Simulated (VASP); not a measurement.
# Al33N31 (a cell with a defect) in VASP: single point with PBEsol

Aim: the single point of Al33N31 (a cell with a defect) with PBEsol.

Everything below comes from runs of VASP 6.6.1. Logs are shortened: lines on timing, memory, paths and dates and some standing lists are left out, and cuts for length are marked.

## 1. The cell of the first run

The cell holds a defect, 64 atoms: a = 8.755 Å, b = 8.755 Å, c = 8.755 Å, α = 90.00°, β = 90.00°, γ = 90.00°.

## 2. Single point, PBEsol, collinear spin

INCAR reads:

```
SYSTEM = Al33N31
ALGO = Normal
EDIFF = 1E-6
ENCUT = 520
GGA = PS
ISIF = 2
ISMEAR = -1
ISPIN = 2
ISYM = 0
LASPH = .True.
LCHARG = .False.
LORBIT = 11
LREAL = Auto
LWAVE = .False.
MAGMOM = 0 0 0 0 0 0 0 0.2 0.2 0 0 0 0 0 0 0 0.2 0 0 0 0 0 0 0 0.2 0 0 0 0 0 0 0 0.2 0 0 0 0 0 0 0 0 0 0 0 0 0 0 0 0 0 0 0 0 0 0 0 0 0 0 0 0 0 0 0
NBANDS = 169
NELECT = 255.0
NELM = 150
PREC = Accurate
SIGMA = 0.05
```

KPOINTS reads:

```
Automatic mesh
0
Gamma
  1 1 1
  0.25 0.25 0.25
```

POSCAR reads:

```
Al33N31
1.0
    8.7554440000      0.0000000000      0.0000000000
    0.0000000000      8.7554440000      0.0000000000
    0.0000000000      0.0000000000      8.7554440000
Al N
33 31
Direct
    0.9997540000      0.9996160000      0.0008410000
    0.0044940000      0.0045430000      0.4983580000
    0.0048250000      0.4980440000      0.0053330000
    0.9996880000      0.5003560000      0.5010840000
    0.4981050000      0.0047390000      0.0051790000
    0.5002300000      0.9999940000      0.5008420000
    0.5014960000      0.5013170000      0.9989610000
    0.4730180000      0.4732810000      0.4762270000
    0.6193680000      0.6180620000      0.6270710000
    0.2499880000      0.2499120000      0.0001910000
    0.2434240000      0.2436180000      0.4976750000
    0.2459480000      0.7516150000      0.0047990000
    0.2522410000      0.7489570000      0.5006820000
    0.7517280000      0.2457370000      0.0052790000
    0.7489330000      0.2525250000      0.5009100000
    0.7493280000      0.7491720000      0.9988770000
    0.7721390000      0.7737040000      0.4848760000
    0.2493570000      0.9995590000      0.2498470000
    0.2440990000      0.0062190000      0.7523380000
    0.2448750000      0.4979380000      0.2439800000
    0.2521970000      0.5011610000      0.7485450000
    0.7512900000      0.0035270000      0.2460950000
    0.7490630000      0.9995410000      0.7500380000
    0.7484980000      0.5003730000      0.2509540000
    0.7788220000      0.4760390000      0.7691550000
    0.9995870000      0.2494220000      0.2499690000
    0.0064530000      0.2440160000      0.7524630000
    0.0032800000      0.7512290000      0.2463610000
    0.9992890000      0.7489390000      0.7500420000
    0.4978740000      0.2449930000      0.2439500000
    0.5012000000      0.2524360000      0.7486130000
    0.5002200000      0.7486880000      0.2508300000
    0.4770610000      0.7791340000      0.7680760000
    0.1250050000      0.1250080000      0.1252540000
    0.1242050000      0.1240680000      0.6251400000
    0.1244510000      0.6255010000      0.1252860000
    0.1255070000      0.6255050000      0.6251950000
    0.6253850000      0.1243790000      0.1253100000
    0.6254510000      0.1256170000      0.6252020000
    0.6254110000      0.6254760000      0.1252170000
    0.3743460000      0.3744520000      0.1233090000
    0.3616880000      0.3618690000      0.6251800000
    0.3742380000      0.8761980000      0.1263440000
    0.3621800000      0.8894850000      0.6240870000
    0.8762390000      0.3743460000      0.1266300000
    0.8897530000      0.3620310000      0.6243560000
    0.8756930000      0.8756470000      0.1247450000
    0.8861790000      0.8862830000      0.6271250000
    0.3738940000      0.1244470000      0.3731740000
    0.3746670000      0.1264190000      0.8765380000
    0.3642670000      0.6243510000      0.3630450000
    0.3681230000      0.6270360000      0.8834100000
    0.8755510000      0.1254870000      0.3742510000
    0.8763070000      0.1244840000      0.8770610000
    0.8817200000      0.6258600000      0.3685050000
    0.8858130000      0.6247580000      0.8861310000
    0.1242540000      0.3741190000      0.3732550000
    0.1265630000      0.3746590000      0.8766650000
    0.1253920000      0.8755960000      0.3742040000
    0.1244930000      0.8761660000      0.8769060000
    0.6242370000      0.3644540000      0.3631680000
    0.6269000000      0.3672100000      0.8844600000
    0.6254300000      0.8826750000      0.3676630000
    0.6249720000      0.8856420000      0.8858920000
```

Potentials or basis: VASP PAW PBE potentials, release 64 (Al, N).

Launch:

```console
> cat potpaw_PBE.64/Al/POTCAR potpaw_PBE.64/N/POTCAR > POTCAR
> mpirun -np 1 vasp_std > vasp.out
```

OUTCAR:

```text
SYSTEM = Al33N31
   EDIFF = 1E-6
   ENCUT = 520
   GGA = PS
   ISIF = 2
   ISMEAR = -1
   ISPIN = 2
   ISYM = 0
   LASPH = .True.
   LORBIT = 11
   LREAL = Auto
   NELECT = 255.0
   NELM = 150
   PREC = Accurate

 ion  position               nearest neighbor table
   1  1.000  1.000  0.001-  47 1.88  54 1.88  60 1.88  34 1.90  27 3.05  19 3.05  22 3.06  28 3.06
                            14 3.06  12 3.06  18 3.09  26 3.09  10 3.10  16 3.10  29 3.10  23 3.10
   2  0.004  0.005  0.498-  48 1.85  35 1.85  53 1.89  59 1.89  17 2.87  11 2.96  26 3.05  18 3.05
                            19 3.06  27 3.06  13 3.12  15 3.12  28 3.13  22 3.13  23 3.14  29 3.14
   3  0.005  0.498  0.005-  56 1.85  36 1.86  45 1.89  58 1.89  25 2.87  20 2.96  26 3.05  10 3.05
                            28 3.06  12 3.06  24 3.11  21 3.12  14 3.13  29 3.13  16 3.14  27 3.14
   4  1.000  0.500  0.501-  46 1.89  37 1.90  55 1.90  57 1.91  25 3.05  29 3.08  15 3.09  21 3.10
                            11 3.10  13 3.10  24 3.10  26 3.11  20 3.11  17 3.12  28 3.13  27 3.14
   5  0.498  0.005  0.005-  64 1.85  38 1.86  43 1.89  50 1.89  33 2.87  30 2.97  10 3.05  18 3.06
                            22 3.06  14 3.06  32 3.11  31 3.12  12 3.13  23 3.13  19 3.14  16 3.14
   6  0.500  1.000  0.501-  44 1.89  39 1.90  63 1.90  49 1.91  33 3.04  23 3.08  13 3.09  31 3.10
                            11 3.10  17 3.10  15 3.10  32 3.10  18 3.11  30 3.11  22 3.13  19 3.14
   7  0.501  0.501  0.999-  40 1.89  62 1.89  52 1.90  41 1.91  16 3.07  24 3.09  31 3.09  32 3.09
                            21 3.09  30 3.10  20 3.11  10 3.11  14 3.13  12 3.13  25 3.16  33 3.17
   8  0.473  0.473  0.476-  42 1.90  51 1.91  61 1.91   9 2.23  11 2.85  20 2.86  30 2.86  21 3.08
                            31 3.08  13 3.10  15 3.10  24 3.12  32 3.13
   9  0.619  0.618  0.627-   8 2.23  25 2.25  33 2.25  17 2.28
[... 77 lines left out ...]
  63  0.625  0.883  0.368-  22 1.86  17 1.90   6 1.90  32 1.90
  64  0.625  0.886  0.886-   5 1.85  23 1.89  16 1.90  33 1.90

IMPORTANT INFORMATION: All symmetrisations will be switched off!
NOSYMM: (Re-)initialisation of all symmetry stuff for point group C_1.

----------------------------------------------------------------------------------------

                                     Primitive cell

  volume of cell :     671.1731

  direct lattice vectors                    reciprocal lattice vectors
     8.755444000  0.000000000  0.000000000     0.114214653  0.000000000  0.000000000
     0.000000000  8.755444000  0.000000000     0.000000000  0.114214653  0.000000000
     0.000000000  0.000000000  8.755444000     0.000000000  0.000000000  0.114214653

  length of vectors
     8.755444000  8.755444000  8.755444000     0.114214653  0.114214653  0.114214653

  position of ions in fractional coordinates (direct lattice)
     0.999754000  0.999616000  0.000841000
     0.004494000  0.004543000  0.498358000
     0.004825000  0.498044000  0.005333000
     0.999688000  0.500356000  0.501084000
     0.498105000  0.004739000  0.005179000
     0.500230000  0.999994000  0.500842000
[... 56 lines left out ...]
     0.625430000  0.882675000  0.367663000
     0.624972000  0.885642000  0.885892000

  ion indices of the primitive-cell ions
   primitive index   ion index
                 1           1
                 2           2
                 3           3
                 4           4
                 5           5
                 6           6
[... 56 lines left out ...]
                63          63
                64          64

----------------------------------------------------------------------------------------

 KPOINTS: Automatic mesh

Automatic generation of k-mesh.
 Grid dimensions read from file:
 generate k-points for:    1    1    1

 Generating k-lattice:

  Cartesian coordinates                     Fractional coordinates (reciprocal lattice)
     0.114214653  0.000000000  0.000000000     1.000000000  0.000000000  0.000000000
     0.000000000  0.114214653  0.000000000     0.000000000  1.000000000  0.000000000
     0.000000000  0.000000000  0.114214653     0.000000000  0.000000000  1.000000000

  Length of vectors
     0.114214653  0.114214653  0.114214653

  Shift w.r.t. Gamma in fractional coordinates (k-lattice)
     0.250000000  0.250000000  0.250000000

 Subroutine IBZKPT returns following result:
[... 32 lines left out ...]
   IBRION =     -1    ionic relax: 0-MD 1-quasi-New 2-CG
   NFREE  =      0    steps in history (QN), initial steepest desc. (CG)
   ISIF   =      2    stress and relaxation
   ISYM   =      0    0-nonsym 1-usesym 2-fastsym
   POTIM  = 0.5000    time-step for ionic-motion
   TEBEG  =    0.0;   TEEND  =   0.0 temperature during run
   PSTRESS=    0.0 pullay stress
   NELECT =     255.0000    total number of electrons
   NUPDOWN=      -1.0000    fix difference up-down
   EMIN   =  10.00;   EMAX   =-10.00  energy-range for DOS
   EFERMI =   0.00;   METHOD = LEGACY
   ISMEAR =    -1;   SIGMA  =   0.05  broadening in eV -4-tet -1-fermi 0-gaus
   EFERMI_NEDOS =   21; number of points for ismear=-14 and -15
   IALGO  =     38    algorithm
   IMIX   =      4    mixing-type and parameters
     AMIX     =   0.40;   BMIX     =  1.00
     AMIX_MAG =   1.60;   BMIX_MAG =  1.00
  volume/ion in A,a.u.               =      10.49        70.77
  Fermi-wavevector in a.u.,A,eV,Ry     =   1.185705  2.240658 19.128387  1.405897
  Thomas-Fermi vector in A             =   2.321893
   LORBIT       =     11    0 simple, 1 ext, 2 COOP (PROOUT), +10 PAW based schemes
   GGA     = PS    functional components
   LHFCALC =     F    Hartree Fock is set to
   AEXX    =    0.0000 exact exchange contribution
   IVDW    =     0    specifies the selected vdW correction
   LEPSILON=     F    determine dielectric tensor
   LRPA    =     F    only Hartree local field effects (RPA)
 spin polarized calculation
  energy-cutoff  :      520.00
  volume of cell :      671.17
 maximum number of plane-waves:     18052
 NGX is ok and might be reduce to    70
   NGX = 33   NGY = 33   NGZ = 33

 number of electron     254.9999964 magnetization       0.9932690

 Free energy of the ion-electron system (eV)
  ---------------------------------------------------
  ext. energy  EPLUGINS =         0.00000000
  ---------------------------------------------------
  free energy    TOTEN  =      -474.64158471 eV

  energy without entropy =     -474.62141042  energy(sigma->0) =     -474.63149757

 E-fermi :   8.9753     XC(G=0): -11.1572

 val. band max:        8.8339940593   @ k =  -0.2500   0.2500   0.2500
 cond. band min:       9.0815902752   @ k =  -0.2500  -0.2500   0.2500
 fundamental gap:      0.2475962159
 Fermi energy:         8.9752886451

 spin component 1

 k-point     1 :       0.2500    0.2500    0.2500
  band No.  band energies     occupation
      1      -8.8770      1.00000
      2      -8.3440      1.00000
      3      -8.3398      1.00000
      4      -8.1989      1.00000
      5      -7.8344      1.00000
      6      -7.8316      1.00000
[... 557 lines left out ...]
    138      11.7085      0.00000
    139      11.7130      0.00000
 Fermi energy:         8.9752886451

 spin component 2

 k-point     1 :       0.2500    0.2500    0.2500
  band No.  band energies     occupation
      1      -8.8688      1.00000
      2      -8.3339      1.00000
      3      -8.3294      1.00000
      4      -8.1918      1.00000
      5      -7.8220      1.00000
      6      -7.8203      1.00000
[... 557 lines left out ...]
    138      11.7267      0.00000
    139      11.7393      0.00000
 [bands above 139 left out]

------------------------ aborting loop because EDIFF is reached ----------------------------------------

  FORCE on cell =-STRESS in cart. coord.  units (eV):
  Direction    XX          YY          ZZ          XY          YZ          ZX
  --------------------------------------------------------------------------------------
  -------------------------------------------------------------------------------------
  Total       37.8168984     37.8513613     36.6178951     -1.1215760      1.5745230      2.3359736
  in kB       90.2738502     90.3561177     87.4116735     -2.6773477      3.7585910      5.5762725
  external PRESSURE =      89.3472138 kB  Pullay stress =       0.0000000 kB

 VOLUME and BASIS-vectors are now :
 -----------------------------------------------------------------------------
  energy-cutoff  :      520.00
  volume of cell :      671.17
      direct lattice vectors                 reciprocal lattice vectors
     8.755444000  0.000000000  0.000000000     0.114214653  0.000000000  0.000000000
     0.000000000  8.755444000  0.000000000     0.000000000  0.114214653  0.000000000
     0.000000000  0.000000000  8.755444000     0.000000000  0.000000000  0.114214653

 POSITION                                       TOTAL-FORCE (eV/Angst)
 -----------------------------------------------------------------------------------
      8.75329      8.75208      0.00736         0.024435      0.021522      0.021289
      0.03935      0.03978      4.36335         0.009792      0.006750      0.037878
      0.04225      4.36060      0.04669         0.032060      0.003337      0.049354
      8.75271      4.38084      4.38721        -0.015359      0.070580     -0.005383
      4.36113      0.04149      0.04534        -0.000557      0.028419      0.048995
      4.37974      8.75539      4.38509         0.057813     -0.007216     -0.003049
[... 56 lines left out ...]
      5.47592      7.72821      3.21905        -0.055684     -0.004734     -0.060840
      5.47191      7.75419      7.75638        -0.011944     -0.060743     -0.061869
 -----------------------------------------------------------------------------------
    total drift:                                0.007502      0.000945      0.017496

  FREE ENERGIE OF THE ION-ELECTRON SYSTEM (eV)
  ---------------------------------------------------
  free  energy   TOTEN  =      -474.6415847130 eV

  energy  without entropy=     -474.6214104213  energy(sigma->0) =     -474.63149757

 total charge

# of ion       s       p       d       tot
------------------------------------------
    1        0.374   0.459   0.000   0.833
    2        0.378   0.470   0.000   0.848
    3        0.378   0.471   0.000   0.849
    4        0.367   0.439   0.000   0.806
    5        0.378   0.470   0.000   0.848
    6        0.367   0.439   0.000   0.807
[... 56 lines left out ...]
   63        1.224   2.619   0.000   3.842
   64        1.225   2.629   0.000   3.853
--------------------------------------------------
tot         50.420  96.765   0.000 147.185

 magnetization (x)

# of ion       s       p       d       tot
------------------------------------------
    1       -0.000  -0.000   0.000  -0.000
    2        0.000   0.000   0.000   0.000
    3        0.000   0.000   0.000   0.001
    4       -0.000  -0.000   0.000  -0.000
    5        0.000   0.001   0.000   0.001
    6       -0.000  -0.000   0.000  -0.000
[... 56 lines left out ...]
   63        0.003   0.025   0.000   0.028
   64        0.001   0.013   0.000   0.015
--------------------------------------------------
tot          0.055   0.380   0.000   0.435
```

Wall time 48 min (1 thread of Oxide Virtual Turin-like, shared host); peak memory 1.2 GiB.

What came out:

```yaml
Free_energy: -474.6416 eV
Largest_force: 0.130 eV/Å
Net_moment: 0.99 μB per cell
Site_moments: Al -0.00, +0.00, +0.01, +0.12, +0.05, +0.02, +0.03 (each value once); N +0.00, +0.01, -0.00, +0.03 (each value once) μB
Valence_electrons_inside_the_program's_atomic_spheres: Al 0.83, 0.85, 0.81, 0.88, 1.13, 0.84, 0.80, 0.86, 0.87 (each value once); N 3.85, 3.91, 3.89, 3.84, 3.86, 3.87, 3.83 (each value once)
```

Forces in eV/Å, atoms in the order of the input:
```
Al   0.024  0.022  0.021
Al   0.010  0.007  0.038
Al   0.032  0.003  0.049
Al  -0.015  0.071 -0.005
Al  -0.001  0.028  0.049
Al   0.058 -0.007 -0.003
Al   0.008  0.031 -0.005
Al  -0.082 -0.061  0.052
Al   0.086  0.089 -0.040
Al   0.017  0.012  0.029
Al   0.006 -0.001  0.036
Al   0.045  0.010 -0.004
Al  -0.004  0.042  0.048
Al   0.031  0.025  0.000
Al   0.048 -0.013  0.038
Al   0.025  0.028  0.053
Al  -0.003 -0.039  0.076
Al   0.026  0.017  0.022
Al   0.012  0.007  0.064
Al  -0.014  0.001 -0.012
Al   0.041  0.044  0.034
Al   0.010 -0.011  0.040
Al   0.060  0.018 -0.004
Al   0.084  0.070  0.009
Al   0.018 -0.041  0.055
Al   0.020  0.020  0.020
Al   0.009  0.003  0.064
Al  -0.017 -0.004  0.042
Al   0.014  0.055 -0.013
Al   0.001 -0.020 -0.008
Al   0.032  0.028  0.033
Al   0.063  0.076  0.005
Al  -0.061 -0.017  0.053
N   -0.018 -0.012 -0.024
N    0.002  0.005 -0.047
N   -0.010 -0.023 -0.012
N   -0.005 -0.028 -0.022
N   -0.026 -0.008 -0.013
N   -0.033 -0.005 -0.021
N   -0.028 -0.025 -0.014
N   -0.022 -0.021 -0.015
N   -0.045 -0.054 -0.046
N   -0.023 -0.023 -0.019
N    0.010 -0.076 -0.060
N   -0.028 -0.023 -0.022
N   -0.093  0.006 -0.054
N   -0.015 -0.010 -0.018
N    0.038  0.046 -0.010
N   -0.024 -0.016 -0.028
N   -0.018 -0.023 -0.036
N    0.046 -0.025  0.034
N   -0.036 -0.010 -0.002
N   -0.033 -0.002 -0.023
N   -0.016  0.012 -0.013
N    0.016 -0.046 -0.088
N   -0.067 -0.016 -0.058
N   -0.020 -0.020 -0.028
N   -0.028 -0.014 -0.035
N   -0.005 -0.029 -0.024
N    0.006 -0.014 -0.017
N   -0.026  0.044  0.034
N   -0.012 -0.014 -0.032
N   -0.056 -0.005 -0.061
N   -0.012 -0.061 -0.062
```

Caveat: the cell carries a net charge on a neutralising background, which shifts energy and pressure; the cell is charged against a uniform background, so pressure and absolute levels hang on convention; the PAW data sets were made with another functional, which shifts forces and pressure a little.
